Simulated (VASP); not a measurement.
# ZnSe (Stilleite) (F-43m) in VASP: further runs

Aim: see how the results for ZnSe (Stilleite) move with the level of theory and the settings. Levels: PBEsol, PBE, r2SCAN. Tasks: vibrations by perturbation theory, dielectric tensor.

All numbers are computed with VASP 6.6.1; they aren't measurements. Logs are shortened: lines on timing, memory, paths and dates and some standing lists are left out, and cuts for length are marked.

## 1. The cell of the first run

The structure is cubic, space group F-43m (No. 216). The conventional cell has a = 5.634 Å, b = 5.634 Å, c = 5.634 Å, α = 90.00°, β = 90.00°, γ = 90.00°. Within 3.2 Å of Zn (site symmetry -43m) lie 4 Se at 2.44 Å. Se (site symmetry -43m) has 4 Zn at 2.44 Å within 3.2 Å.

## 2. Vibrations by perturbation theory, PBEsol

Input file INCAR:

```
SYSTEM = ZnSe
PREC = Accurate
ENCUT = 520
EDIFF = 1E-8
ISMEAR = 0
SIGMA = 0.01
LREAL = .FALSE.
LASPH = .TRUE.
NELM = 60
ALGO = Normal
ISIF = 2
LWAVE = .FALSE.
LCHARG = .FALSE.
GGA = PS
IBRION = 8
NSW = 1
LEPSILON = .TRUE.
```

Input file KPOINTS:

```
regular mesh
0
G
  6 6 6
  0 0 0
```

Input file POSCAR:

```
ZnSe
1.0
    0.0000000000      2.8167926685      2.8167926685
    2.8167926685      0.0000000000      2.8167926685
    2.8167926685      2.8167926685      0.0000000000
Zn Se
1 1
Direct
    0.0000000000      0.0000000000      0.0000000000
    0.2500000000      0.2500000000      0.2500000000
```

Potentials or basis: VASP PAW PBE potentials, release 64 (Zn, Se).

Run with:

```sh
$ cat potpaw_PBE.64/Zn/POTCAR potpaw_PBE.64/Se/POTCAR > POTCAR
$ mpirun -np 1 vasp_std > vasp.out
```

OUTCAR:

```text
SYSTEM = ZnSe
   PREC = Accurate
   ENCUT = 520
   EDIFF = 1E-8
   ISMEAR = 0
   LREAL = .FALSE.
   LASPH = .TRUE.
   NELM = 60
   ISIF = 2
   GGA = PS
   IBRION = 8
   NSW = 1
   LEPSILON = .TRUE.

 ion  position               nearest neighbor table
   1  0.000  0.000  0.000-   2 2.44   2 2.44   2 2.44   2 2.44
   2  0.250  0.250  0.250-   1 2.44   1 2.44   1 2.44   1 2.44

  LATTYP: Found a face centered cubic cell.
 ALAT       =     5.6335853370

  Lattice vectors:

 A1 = (   0.0000000000,   2.8167926685,   2.8167926685)
 A2 = (   2.8167926685,   0.0000000000,   2.8167926685)
 A3 = (   2.8167926685,   2.8167926685,   0.0000000000)

Analysis of symmetry for initial positions (statically):
[... 5 lines left out ...]
 face centered cubic supercell.

 Subroutine GETGRP returns: Found 24 space group operations
 (whereof 24 operations were pure point group operations)
 out of a pool of 48 trial point group operations.

The static configuration has the point symmetry T_d .

Analysis of symmetry for dynamics (positions and initial velocities):
[... 5 lines left out ...]
 face centered cubic supercell.

 Subroutine GETGRP returns: Found 24 space group operations
 (whereof 24 operations were pure point group operations)
 out of a pool of 48 trial point group operations.

The dynamic configuration has the point symmetry T_d .

 Subroutine INISYM returns: Found 24 space group operations
 (whereof 24 operations are pure point group operations),
 and found     1 'primitive' translations

----------------------------------------------------------------------------------------

                                     Primitive cell

  volume of cell :      44.6987

  direct lattice vectors                    reciprocal lattice vectors
     0.000000000  2.816792669  2.816792669    -0.177506852  0.177506852  0.177506852
     2.816792669  0.000000000  2.816792669     0.177506852 -0.177506852  0.177506852
     2.816792669  2.816792669  0.000000000     0.177506852  0.177506852 -0.177506852

  length of vectors
     3.983546394  3.983546394  3.983546394     0.307450887  0.307450887  0.307450887

  position of ions in fractional coordinates (direct lattice)
     0.000000000  0.000000000  0.000000000
     0.250000000  0.250000000  0.250000000

  ion indices of the primitive-cell ions
   primitive index   ion index
                 1           1
                 2           2

----------------------------------------------------------------------------------------

 KPOINTS: regular mesh

Automatic generation of k-mesh.
 Grid dimensions read from file:
 generate k-points for:    6    6    6

 Generating k-lattice:

  Cartesian coordinates                     Fractional coordinates (reciprocal lattice)
    -0.029584475  0.029584475  0.029584475     0.166666667  0.000000000  0.000000000
     0.029584475 -0.029584475  0.029584475     0.000000000  0.166666667  0.000000000
     0.029584475  0.029584475 -0.029584475     0.000000000  0.000000000  0.166666667

  Length of vectors
     0.051241814  0.051241814  0.051241814

[... 382 lines left out ...]
           9.851383    -0.000000    -0.000000
          -0.000000     9.851383     0.000000
          -0.000000     0.000000     9.851383
 ------------------------------------------------------

 Free energy of the ion-electron system (eV)
  ---------------------------------------------------
  ---------------------------------------------------
  free energy    TOTEN  =        -1.10795111 eV

  energy without entropy =       -1.10795111

------------------------ aborting loop because EDIFF is reached ----------------------------------------

--------------------------------------- Ionic step        2  -------------------------------------------

------------------------ aborting loop because EDIFF is reached ----------------------------------------

--------------------------------------- Ionic step        3  -------------------------------------------

------------------------ aborting loop because EDIFF is reached ----------------------------------------

 PIEZOELECTRIC TENSOR FIELD DIRECTION 3  (e Angst)
 -----------------------------------------------------------------------------
     0.00007 -2.10000  0.00000           (  0.00000  0.04127  0.00000)
    -2.10000  0.00007  0.00000           (  0.04127  0.00000  0.00000)
     0.00000  0.00000 -0.00156           (  0.00000  0.00000 -0.00000)

 PIEZOELECTRIC TENSOR FIELD DIRECTION 3  (C/m^2)
 -----------------------------------------------------------------------------
     0.00002 -0.75272  0.00000
    -0.75272  0.00002  0.00000
     0.00000  0.00000 -0.00056

--------------------------------------- Ionic step        4  -------------------------------------------

------------------------ aborting loop because EDIFF is reached ----------------------------------------

[... ionic steps 5 to 6 ...]

--------------------------------------- Ionic step        7  -------------------------------------------

 Free energy of the ion-electron system (eV)
  ---------------------------------------------------
  ---------------------------------------------------
  free energy    TOTEN  =        -0.08226308 eV

  energy without entropy =       -0.08226308

------------------------ aborting loop because EDIFF is reached ----------------------------------------

 INTERNAL STRAIN TENSOR  FOR ION    2  DIRECTION 1   (eV/Angst):
 -----------------------------------------------------------------------------
     0.01201  0.00000  0.00000
     0.00000  0.00399 -5.65553
     0.00000 -5.65553  0.00399

 MACROSCOPIC STATIC DIELECTRIC TENSOR (including local field effects in DFT)
 ------------------------------------------------------
           9.428617     0.000000     0.000000
          -0.000000     9.428617     0.000000
           0.000000    -0.000000     9.428617
 ------------------------------------------------------

 PIEZOELECTRIC TENSOR (including local field effects)  for field in x, y, z        (e  Angst)
          XX          YY          ZZ          XY          YZ          ZX
  --------------------------------------------------------------------------------
  x     0.00000     0.00000     0.00000     0.00000    -2.12524     0.00000
  y    -0.00000    -0.00000    -0.00000     0.00000     0.00000    -2.12524
  z     0.00000     0.00000     0.00000    -2.12524     0.00000     0.00000

 PIEZOELECTRIC TENSOR (including local field effects)  for field in x, y, z        (C/m^2)
          XX          YY          ZZ          XY          YZ          ZX
  --------------------------------------------------------------------------------
  x     0.00000     0.00000     0.00000     0.00000    -0.76177     0.00000
  y    -0.00000    -0.00000    -0.00000     0.00000     0.00000    -0.76177
  z     0.00000     0.00000     0.00000    -0.76177     0.00000     0.00000

 BORN EFFECTIVE CHARGES (including local field effects) (in |e|, cummulative output)
 ---------------------------------------------------------------------------------
 ion    1
    1     2.16737     0.00000     0.00000
    2     0.00000     2.16737     0.00000
    3     0.00000     0.00000     2.16737
 ion    2
    1    -2.16737     0.00000     0.00000
    2     0.00000    -2.16737     0.00000
    3     0.00000     0.00000    -2.16737

 INTERNAL STRAIN TENSOR FOR ION    2 for displacements in x,y,z  (eV/Angst):
          X           Y           Z          XY          YZ          ZX
  --------------------------------------------------------------------------------
  x    -0.00000    -0.00000    -0.00000     0.00000    -5.65553     0.00000
  y    -0.00000    -0.00000    -0.00000     0.00000     0.00000    -5.65553
  z    -0.00000    -0.00000    -0.00000    -5.65553     0.00000     0.00000

 SECOND DERIVATIVES (NOT SYMMETRIZED)
 ------------------------------------
               1X          1Y          1Z          2X          2Y          2Z
  1X    -5.794503    0.000000    0.000000    5.794503    0.000000    0.000000
  1Y     0.000000   -5.794503    0.000000    0.000000    5.794503    0.000000
  1Z     0.000000    0.000000   -5.794503    0.000000    0.000000    5.794503
  2X     5.822937    0.000000    0.000000   -5.822937    0.000000    0.000000
  2Y     0.000000    5.822937    0.000000    0.000000   -5.822937    0.000000
  2Z     0.000000    0.000000    5.822937    0.000000    0.000000   -5.822937

 Eigenvectors and eigenvalues of the dynamical matrix
 ----------------------------------------------------

   1 f  =    6.299273 THz    39.579502 2PiTHz  210.121145 cm-1    26.051690 meV
             X         Y         Z           dx          dy          dz
      0.000000  0.000000  0.000000     0.000000    0.738776    0.000000
      1.408396  1.408396  1.408396     0.000000   -0.673951    0.000000
[... 21 lines left out ...]
   6 f/i=    0.007676 THz     0.048232 2PiTHz    0.256056 cm-1     0.031747 meV
             X         Y         Z           dx          dy          dz
      0.000000  0.000000  0.000000     0.000000    0.000000   -0.673951
      1.408396  1.408396  1.408396     0.000000    0.000000   -0.738776

--------------------------------------------------------------------------------------------------------

 MACROSCOPIC STATIC DIELECTRIC TENSOR IONIC CONTRIBUTION
 ------------------------------------------------------
           3.273836     0.000000     0.000000
           0.000000     3.273836     0.000000
           0.000000     0.000000     3.273836
 ------------------------------------------------------

 ELASTIC MODULI CONTR FROM IONIC RELAXATION (kBar)
 Direction    XX          YY          ZZ          XY          YZ          ZX
 --------------------------------------------------------------------------------
 XX          -0.0000     -0.0000     -0.0000     -0.0000     -0.0000     -0.0000
 YY          -0.0000     -0.0000     -0.0000     -0.0000     -0.0000     -0.0000
 ZZ          -0.0000     -0.0000     -0.0000     -0.0000     -0.0000     -0.0000
 XY          -0.0000     -0.0000     -0.0000   -197.5532      0.0000      0.0000
 YZ          -0.0000     -0.0000     -0.0000      0.0000   -197.5532      0.0000
 ZX          -0.0000     -0.0000     -0.0000      0.0000      0.0000   -197.5532
 --------------------------------------------------------------------------------

 PIEZOELECTRIC TENSOR IONIC CONTR  for field in x, y, z        (C/m^2)
          XX          YY          ZZ          XY          YZ          ZX
  --------------------------------------------------------------------------------
  x     0.00000     0.00000     0.00000     0.00000     0.75673     0.00000
  y     0.00000     0.00000     0.00000     0.00000     0.00000     0.75673
  z     0.00000     0.00000     0.00000     0.75673     0.00000     0.00000
```

Wall time 3.6 min (1 thread of AMD EPYC 7R13 (Zen 3), shared host); peak memory 0.2 GiB.

What came out:

| Property | Result |
| --- | --- |
| Electronic dielectric tensor (diagonal) | 9.43 |
| Born charges (mean of the diagonal) | Zn +2.17; Se -2.17 e |
| Highest phonon frequency at Γ, LO-TO splitting left out | 210 cm⁻¹ |

Phonon frequencies in cm⁻¹ (negative: imaginary):
```csv
q point,frequencies
"(0.000, 0.000, 0.000)",0 0 0 210 210 210
```

Electronic dielectric tensor:
```
9.43 0.00 0.00
0.00 9.43 0.00
0.00 0.00 9.43
```

Born effective charge tensors (e):
atom 1, Zn
```
2.17 0.00 0.00
0.00 2.17 0.00
0.00 0.00 2.17
```
atom 2, Se
```
-2.17  0.00  0.00
 0.00 -2.17  0.00
 0.00  0.00 -2.17
```

Caveat: the PAW data sets were made with another functional, which shifts forces and pressure a little.

## 3. Dielectric tensor, PBE

This run uses another cell than the first one, of 22.72 Å³/atom, 1.017 times its volume.

Input file INCAR:

```
  PREC = Accurate
  ENCUT = 520
  EDIFF = 1E-8
  ISMEAR = 0
  SIGMA = 0.01
  LREAL = False
  LASPH = True
  NELM = 80
  ALGO = Normal
  ISIF = 2
  LWAVE = False
  LCHARG = False
  GGA = PE
  LEPSILON = True
```

Input file KPOINTS:

```
Automatic mesh
0
Gamma
  6 6 6
```

Input file POSCAR:

```
ZnSe
1.0
    0.0000000000      2.8324246721      2.8324246721
    2.8324246721      0.0000000000      2.8324246721
    2.8324246721      2.8324246721      0.0000000000
Zn Se
1 1
Direct
    0.0000000000      0.0000000000      0.0000000000
    0.2500000000      0.2500000000      0.2500000000
```

Potentials or basis: VASP PAW PBE potentials, release 64 (Zn, Se).

Run with:

```sh
$ cat potpaw_PBE.64/Zn/POTCAR potpaw_PBE.64/Se/POTCAR > POTCAR
$ mpirun -np 1 vasp_std > vasp.out
```

OUTCAR:

```text
PREC = Accurate
   ENCUT = 520
   EDIFF = 1E-8
   ISMEAR = 0
   LREAL = False
   LASPH = True
   NELM = 80
   ISIF = 2
   GGA = PE
   LEPSILON = True

 ion  position               nearest neighbor table
   1  0.000  0.000  0.000-   2 2.45   2 2.45   2 2.45   2 2.45
   2  0.250  0.250  0.250-   1 2.45   1 2.45   1 2.45   1 2.45

  LATTYP: Found a face centered cubic cell.
 ALAT       =     5.6648493442

  Lattice vectors:

 A1 = (   0.0000000000,   2.8324246721,   2.8324246721)
 A2 = (   2.8324246721,   0.0000000000,   2.8324246721)
 A3 = (   2.8324246721,   2.8324246721,   0.0000000000)

Analysis of symmetry for initial positions (statically):
[... 5 lines left out ...]
 face centered cubic supercell.

 Subroutine GETGRP returns: Found 24 space group operations
 (whereof 24 operations were pure point group operations)
 out of a pool of 48 trial point group operations.

The static configuration has the point symmetry T_d .

Analysis of symmetry for dynamics (positions and initial velocities):
[... 5 lines left out ...]
 face centered cubic supercell.

[... 452 lines left out ...]

 Free energy of the ion-electron system (eV)
  ---------------------------------------------------
  ---------------------------------------------------
  free energy    TOTEN  =        -1.07578131 eV

  energy without entropy =       -1.07578131

------------------------ aborting loop because EDIFF is reached ----------------------------------------

 PIEZOELECTRIC TENSOR FIELD DIRECTION 3  (e Angst)
 -----------------------------------------------------------------------------
     0.00003 -2.12856  0.00000           (  0.00000  0.04135  0.00000)
    -2.12856  0.00003  0.00000           (  0.04135  0.00000  0.00000)
     0.00000  0.00000 -0.00165           (  0.00000  0.00000 -0.00000)

 PIEZOELECTRIC TENSOR FIELD DIRECTION 3  (C/m^2)
 -----------------------------------------------------------------------------
     0.00001 -0.75040  0.00000
    -0.75040  0.00001  0.00000
     0.00000  0.00000 -0.00058

 MACROSCOPIC STATIC DIELECTRIC TENSOR (including local field effects in DFT)
 ------------------------------------------------------
           8.942065     0.000000    -0.000000
           0.000000     8.942065    -0.000000
           0.000000     0.000000     8.942065
 ------------------------------------------------------

 PIEZOELECTRIC TENSOR (including local field effects)  for field in x, y, z        (e  Angst)
          XX          YY          ZZ          XY          YZ          ZX
  --------------------------------------------------------------------------------
  x     0.00000    -0.00000    -0.00000     0.00000    -2.15297    -0.00000
  y     0.00000    -0.00000     0.00000    -0.00000     0.00000    -2.15297
  z    -0.00000    -0.00000     0.00000    -2.15297    -0.00000     0.00000

 PIEZOELECTRIC TENSOR (including local field effects)  for field in x, y, z        (C/m^2)
          XX          YY          ZZ          XY          YZ          ZX
  --------------------------------------------------------------------------------
  x     0.00000    -0.00000    -0.00000     0.00000    -0.75900    -0.00000
  y     0.00000    -0.00000     0.00000    -0.00000     0.00000    -0.75900
  z    -0.00000    -0.00000     0.00000    -0.75900    -0.00000     0.00000

 BORN EFFECTIVE CHARGES (including local field effects) (in |e|, cummulative output)
 ---------------------------------------------------------------------------------
 ion    1
    1     2.18350    -0.00000    -0.00000
    2     0.00000     2.18350    -0.00000
    3     0.00000    -0.00000     2.18350
 ion    2
    1    -2.18350     0.00000     0.00000
    2    -0.00000    -2.18350     0.00000
    3    -0.00000     0.00000    -2.18350
```

OSZICAR:

```text
N       E                     dE             d eps       ncg     rms          rms(c)
DAV:   1     0.896991489558E+02    0.89699E+02   -0.89662E+03   416   0.157E+03
DAV:   2    -0.861714260509E-01   -0.89785E+02   -0.85567E+02   441   0.281E+02
[... 12 lines left out ...]
RMM:   6    -0.107455783661E+01   -0.71920E-03   -0.15419E-04  1931   0.595E-02    0.190E-02
RMM:   7    -0.107569008164E+01   -0.11322E-02   -0.43756E-05  2027   0.309E-02    0.186E-03
RMM:   8    -0.107578583338E+01   -0.95752E-04   -0.64761E-06  2045   0.477E-03    0.106E-03
RMM:   9    -0.107577584946E+01    0.99839E-05   -0.14328E-06  2104   0.236E-03    0.206E-04
RMM:  10    -0.107578165696E+01   -0.58075E-05   -0.32215E-07  1921   0.478E-04    0.937E-05
RMM:  11    -0.107578278737E+01   -0.11304E-05   -0.76449E-08  1752   0.276E-04    0.342E-05
RMM:  12    -0.107578130713E+01    0.14802E-05    0.42108E-09  1114   0.702E-05    0.895E-06
```

It took 2.5 min on 1 thread of AMD EPYC 7R13 (Zen 3), shared host; peak memory 0.19 GiB.

Results:

* Band gap on the k mesh: 1.29 eV, direct
* Electronic dielectric tensor (diagonal): 8.94
* Born charges (mean of the diagonal): Zn +2.18; Se -2.18 e

Electronic dielectric tensor:
```
8.94 0.00 0.00
0.00 8.94 0.00
0.00 0.00 8.94
```

Born effective charge tensors (e):
atom 1, Zn
```
2.18 0.00 0.00
0.00 2.18 0.00
0.00 0.00 2.18
```
atom 2, Se
```
-2.18  0.00  0.00
 0.00 -2.18  0.00
 0.00  0.00 -2.18
```

Expect the measured gap to be larger: semilocal functionals such as PBE lack the derivative discontinuity.

(Part 1 of 2 ends here.)
